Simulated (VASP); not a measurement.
# MgO (Fm-3m) in VASP: further runs

The runs below take MgO through single point, with r2SCAN.

Program: VASP 6.6.1. These are calculated values, not measurements. Logs are shortened: lines on timing, memory, paths and dates and some standing lists are left out, and cuts for length are marked.

### 1 The cell of the first run

The structure is cubic, space group Fm-3m (No. 225). The conventional cell has a = 4.327 Å, b = 4.327 Å, c = 4.327 Å, α = 90.00°, β = 90.00°, γ = 90.00°. Mg (site symmetry m-3m) has 6 O at 2.16 Å within 2.9 Å. Within 2.9 Å of O (site symmetry m-3m) lie 6 Mg at 2.16 Å.

### 2 Single point, r2SCAN

File POSCAR:

```
MgO
1.0
    0.0000000000      2.1636000000      2.1636000000
    2.1636000000      0.0000000000      2.1636000000
    2.1636000000      2.1636000000      0.0000000000
Mg O
1 1
Direct
    0.0000000000      0.0000000000      0.0000000000
    0.5000000000      0.5000000000      0.5000000000
```

File INCAR.step1:

```
SYSTEM = MgO
PREC = Accurate
ENCUT = 520
ISMEAR = 0
SIGMA = 0.02
LREAL = .FALSE.
LASPH = .TRUE.
NELM = 100
NBANDS = 11
GGA = PE
ALGO = Normal
EDIFF = 1E-4
LWAVE = .TRUE.
LCHARG = .FALSE.
```

File INCAR.step2:

```
SYSTEM = MgO
PREC = Accurate
ENCUT = 520
EDIFF = 1E-6
ISMEAR = 0
SIGMA = 0.02
LREAL = .FALSE.
LASPH = .TRUE.
NELM = 100
ALGO = Normal
ISIF = 2
LWAVE = .FALSE.
LCHARG = .FALSE.
METAGGA = R2SCAN
LMIXTAU = .TRUE.
NBANDS = 11
ISTART = 1
```

File KPOINTS:

```
Automatic mesh
0
G
  8 8 8
  0 0 0
```

Potentials or basis: VASP PAW PBE potentials, release 64 (Mg, O).

Started as:

```bash
> cat potpaw_PBE.64/Mg/POTCAR potpaw_PBE.64/O/POTCAR > POTCAR
> cp INCAR.step1 INCAR
> mpirun -np 1 vasp_std > vasp.out
> cp INCAR.step2 INCAR
> mpirun -np 1 vasp_std > vasp.out
```

OUTCAR:

```text
SYSTEM = MgO
   PREC = Accurate
   ENCUT = 520
   EDIFF = 1E-6
   ISMEAR = 0
   LREAL = .FALSE.
   LASPH = .TRUE.
   NELM = 100
   ISIF = 2
   METAGGA = R2SCAN
   ISTART = 1

 ion  position               nearest neighbor table
   1  0.000  0.000  0.000-   2 2.16   2 2.16   2 2.16   2 2.16   2 2.16   2 2.16
   2  0.500  0.500  0.500-   1 2.16   1 2.16   1 2.16   1 2.16   1 2.16   1 2.16

  LATTYP: Found a face centered cubic cell.
 ALAT       =     4.3272000000

  Lattice vectors:

 A1 = (   0.0000000000,   2.1636000000,   2.1636000000)
 A2 = (   2.1636000000,   0.0000000000,   2.1636000000)
 A3 = (   2.1636000000,   2.1636000000,   0.0000000000)

Analysis of symmetry for initial positions (statically):
=====================================================================
 Subroutine PRICEL returns:
 Original cell was already a primitive cell.

 Routine SETGRP: Setting up the symmetry group for a
 face centered cubic supercell.

 Subroutine GETGRP returns: Found 48 space group operations
 (whereof 48 operations were pure point group operations)
 out of a pool of 48 trial point group operations.

The static configuration has the point symmetry O_h .

Analysis of symmetry for dynamics (positions and initial velocities):
=====================================================================
 Subroutine PRICEL returns:
 Original cell was already a primitive cell.

 Routine SETGRP: Setting up the symmetry group for a
 face centered cubic supercell.

 Subroutine GETGRP returns: Found 48 space group operations
 (whereof 48 operations were pure point group operations)
 out of a pool of 48 trial point group operations.

The dynamic configuration has the point symmetry O_h .

 Subroutine INISYM returns: Found 48 space group operations
 (whereof 48 operations are pure point group operations),
 and found     1 'primitive' translations

----------------------------------------------------------------------------------------

                                     Primitive cell

  volume of cell :      20.2563

  direct lattice vectors                    reciprocal lattice vectors
     0.000000000  2.163600000  2.163600000    -0.231096321  0.231096321  0.231096321
     2.163600000  0.000000000  2.163600000     0.231096321 -0.231096321  0.231096321
     2.163600000  2.163600000  0.000000000     0.231096321  0.231096321 -0.231096321

  length of vectors
     3.059792464  3.059792464  3.059792464     0.400270569  0.400270569  0.400270569

  position of ions in fractional coordinates (direct lattice)
[... 88 lines left out ...]
   TEBEG  =    0.0;   TEEND  =   0.0 temperature during run
   PSTRESS=    0.0 pullay stress
   NELECT =       8.0000    total number of electrons
   NUPDOWN=      -1.0000    fix difference up-down
   EMIN   =  10.00;   EMAX   =-10.00  energy-range for DOS
   EFERMI =   0.00;   METHOD = LEGACY
   ISMEAR =     0;   SIGMA  =   0.02  broadening in eV -4-tet -1-fermi 0-gaus
   EFERMI_NEDOS =   21; number of points for ismear=-14 and -15
   IALGO  =     38    algorithm
   IMIX   =      4    mixing-type and parameters
     AMIX     =   0.40;   BMIX     =  1.00
     AMIX_MAG =   1.60;   BMIX_MAG =  1.00
  volume/ion in A,a.u.               =      10.13        68.35
  Fermi-wavevector in a.u.,A,eV,Ry     =   1.201115  2.269778 19.628809  1.442677
  Thomas-Fermi vector in A             =   2.336932
   LORBIT       =      0    0 simple, 1 ext, 2 COOP (PROOUT), +10 PAW based schemes
   METAGGA = R2SCAN    functional components
   LHFCALC =     F    Hartree Fock is set to
   AEXX    =    0.0000 exact exchange contribution
   IVDW    =     0    specifies the selected vdW correction
   LEPSILON=     F    determine dielectric tensor
   LRPA    =     F    only Hartree local field effects (RPA)
 non-spin polarized calculation
 Gauss-broadening in eV      SIGMA  =   0.02
  energy-cutoff  :      520.00
  volume of cell :       20.26
 maximum number of plane-waves:       560
   NGX = 11   NGY = 11   NGZ = 11

 number of electron       7.9999996 magnetization

 Free energy of the ion-electron system (eV)
  ---------------------------------------------------
  ext. energy  EPLUGINS =         0.00000000
  ---------------------------------------------------
  free energy    TOTEN  =       -16.08381234 eV

  energy without entropy =      -16.08381234  energy(sigma->0) =      -16.08381234

 E-fermi :   2.4268     XC(G=0): -11.1852

 val. band max:        2.2092533548   @ k =   0.0000   0.0000   0.0000
 cond. band min:       7.0344407013   @ k =   0.0000   0.0000   0.0000
 fundamental gap:      4.8251873465
 Fermi energy:         2.4268346658

 k-point     1 :       0.0000    0.0000    0.0000
  band No.  band energies     occupation
      1     -15.5992      2.00000
      2       2.2093      2.00000
      3       2.2093      2.00000
      4       2.2093      2.00000
      5       7.0344      0.00000
      6      18.5616      0.00000
      7      18.5616      0.00000
      8      18.5616      0.00000
      9      22.4810      0.00000
     10      24.1641      0.00000
     11      24.1641      0.00000
[... 309 lines left out ...]
 k-point    24 :      -0.3750    0.2500    0.1250
  band No.  band energies     occupation
      1     -14.4128      2.00000
      2      -1.4794      2.00000
      3       0.4416      2.00000
      4       1.3074      2.00000
      5      12.2403      0.00000
      6      14.7260      0.00000
      7      15.9904      0.00000
      8      19.3060      0.00000
      9      22.9975      0.00000
     10      24.5875      0.00000
     11      28.5945      0.00000

 [... further k-points ...]

------------------------ aborting loop because EDIFF is reached ----------------------------------------

  FORCE on cell =-STRESS in cart. coord.  units (eV):
  Direction    XX          YY          ZZ          XY          YZ          ZX
  --------------------------------------------------------------------------------------
  -------------------------------------------------------------------------------------
  Total       -1.6616285     -1.6616285     -1.6616285      0.0000000      0.0000000     -0.0000000
  in kB     -131.4266980   -131.4266980   -131.4266980      0.0000000      0.0000000     -0.0000000
  external PRESSURE =    -131.4266980 kB  Pullay stress =       0.0000000 kB

 VOLUME and BASIS-vectors are now :
 -----------------------------------------------------------------------------
  energy-cutoff  :      520.00
  volume of cell :       20.26
      direct lattice vectors                 reciprocal lattice vectors
     0.000000000  2.163600000  2.163600000    -0.231096321  0.231096321  0.231096321
     2.163600000  0.000000000  2.163600000     0.231096321 -0.231096321  0.231096321
     2.163600000  2.163600000  0.000000000     0.231096321  0.231096321 -0.231096321

 POSITION                                       TOTAL-FORCE (eV/Angst)
 -----------------------------------------------------------------------------------
      0.00000      0.00000      0.00000        -0.000000     -0.000000      0.000000
      2.16360      2.16360      2.16360         0.000000      0.000000     -0.000000
 -----------------------------------------------------------------------------------
    total drift:                               -0.000000     -0.000000      0.000000

  FREE ENERGIE OF THE ION-ELECTRON SYSTEM (eV)
  ---------------------------------------------------
  free  energy   TOTEN  =       -16.0838123387 eV

  energy  without entropy=      -16.0838123387  energy(sigma->0) =      -16.08381234
```

OUTCAR.step1:

```text
SYSTEM = MgO
   PREC = Accurate
   ENCUT = 520
   ISMEAR = 0
   LREAL = .FALSE.
   LASPH = .TRUE.
[... 557 lines left out ...]
      0.00000      0.00000      0.00000         0.000000     -0.000000      0.000000
      2.16360      2.16360      2.16360        -0.000000      0.000000      0.000000
 -----------------------------------------------------------------------------------
    total drift:                               -0.000000     -0.000000      0.000000

  FREE ENERGIE OF THE ION-ELECTRON SYSTEM (eV)
  ---------------------------------------------------
  free  energy   TOTEN  =       -11.8855166177 eV

  energy  without entropy=      -11.8855166177  energy(sigma->0) =      -11.88551662
```

Wall time 24 s (1 thread of Intel Xeon Platinum 8259CL at 2.50GHz (Skylake/Cascade Lake), shared host); peak memory 0.14 GiB.

What came out:

* Free energy: -16.0838 eV
* Pressure: -13.1 GPa
* Band gap on the k mesh: 4.83 eV, direct

Caveat: the PAW data sets were made with another functional, which shifts forces and pressure a little. r2SCAN opens gaps a little over a GGA but as a rule still falls short of measured ones.

### 3 Single point, r2SCAN

POSCAR is that of step 2.

File INCAR.step1:

```
PREC = Accurate
ENCUT = 520
ISMEAR = 0
SIGMA = 0.02
LREAL = F
LASPH = T
NELM = 80
NBANDS = 11
GGA = PE
ALGO = Normal
EDIFF = 1E-4
LWAVE = T
LCHARG = F
```

File INCAR.step2:

```
PREC = Accurate
ENCUT = 520
EDIFF = 1E-6
ISMEAR = 0
SIGMA = 0.02
LREAL = F
LASPH = T
NELM = 80
ALGO = Normal
ISIF = 2
LWAVE = F
LCHARG = F
METAGGA = R2SCAN
LMIXTAU = T
NBANDS = 11
ISTART = 1
```

File KPOINTS:

```
regular mesh
0
Gamma
  8 8 8
```

Potentials or basis: VASP PAW PBE potentials, release 64 (Mg, O).

Started as:

```bash
> cat potpaw_PBE.64/Mg/POTCAR potpaw_PBE.64/O/POTCAR > POTCAR
> cp INCAR.step1 INCAR
> mpirun -np 1 vasp_std > vasp.out
> cp INCAR.step2 INCAR
> mpirun -np 1 vasp_std > vasp.out
```

It took 25 s on 1 thread of Intel Xeon Platinum 8259CL at 2.50GHz (Skylake/Cascade Lake), shared host; peak memory 0.14 GiB.

The run converged. Its results:

```yaml
Free_energy: -16.0838 eV
Pressure: -13.1 GPa
Band_gap_on_the_k_mesh: 4.83 eV, direct
```

Levels at points of the mesh, in eV from the valence-band top:
```csv
k point,band 1,band 2,band 3,band 4,band 5,band 6,band 7,band 8
"(0.00, 0.00, 0.00)",-17.81,0.00,0.00,0.00,4.83,16.35,16.35,16.35
"(0.50, 0.00, 0.00)",-16.75,-4.26,-0.59,-0.59,8.27,12.86,16.58,16.58
"(0.50, 0.50, 0.00)",-16.53,-3.78,-1.26,-1.26,9.91,10.18,13.41,19.12
```

Caveat: the PAW data sets were made with another functional, which shifts forces and pressure a little.

### 4 Single point, r2SCAN

POSCAR is that of step 3.

File INCAR.step1:

```
SYSTEM = MgO
PREC = Accurate
ENCUT = 660
ISMEAR = 0
SIGMA = 0.02
LREAL = .FALSE.
LASPH = .TRUE.
NELM = 120
NBANDS = 15
GGA = PE
ALGO = Normal
EDIFF = 1E-5
LWAVE = .TRUE.
LCHARG = .FALSE.
GGA_COMPAT = .FALSE.
```

File INCAR.step2:

```
SYSTEM = MgO
PREC = Accurate
ENCUT = 660
EDIFF = 1E-6
ISMEAR = 0
SIGMA = 0.02
LREAL = .FALSE.
LASPH = .TRUE.
NELM = 120
ALGO = Normal
ISIF = 2
LWAVE = .FALSE.
LCHARG = .FALSE.
METAGGA = R2SCAN
LMIXTAU = .TRUE.
NBANDS = 15
ISTART = 1
GGA_COMPAT = .FALSE.
```

File KPOINTS:

```
Automatic mesh
0
G
  8 8 8
  0 0 0
```

Potentials or basis: VASP PAW PBE potentials, release 64 (Mg_sv, O).

Started as:

```bash
> cat potpaw_PBE.64/Mg_sv/POTCAR potpaw_PBE.64/O/POTCAR > POTCAR
> cp INCAR.step1 INCAR
> mpirun -np 1 vasp_std > vasp.out
> cp INCAR.step2 INCAR
> mpirun -np 1 vasp_std > vasp.out
```

It used 100 s of CPU time on 1 thread of AMD EPYC 7R13 Processor (Zen 3), with other jobs on the host.

Results (log left out):

```yaml
Free_energy: -16.1151 eV
Pressure: -12.5 GPa
Band_gap_on_the_k_mesh: 4.89 eV, direct
```

Levels at points of the mesh, in eV from the valence-band top:
```tsv
k point	band 4	band 5	band 6	band 7	band 8	band 9	band 10	band 11	band 12	band 13
(0.00, 0.00, 0.00)	-40.39	-17.80	0.00	0.00	0.00	4.89	16.38	16.38	16.38	20.25
(0.50, 0.00, 0.00)	-40.40	-16.72	-4.25	-0.59	-0.59	8.30	12.91	16.67	16.67	21.29
(0.50, 0.50, 0.00)	-40.41	-16.53	-3.75	-1.26	-1.26	9.91	10.31	13.43	19.21	19.21
```

Caveat: the PAW data sets were made with another functional, which shifts forces and pressure a little. r2SCAN opens gaps a little over a GGA but as a rule still falls short of measured ones.

(Part 1 of 2 ends here.)
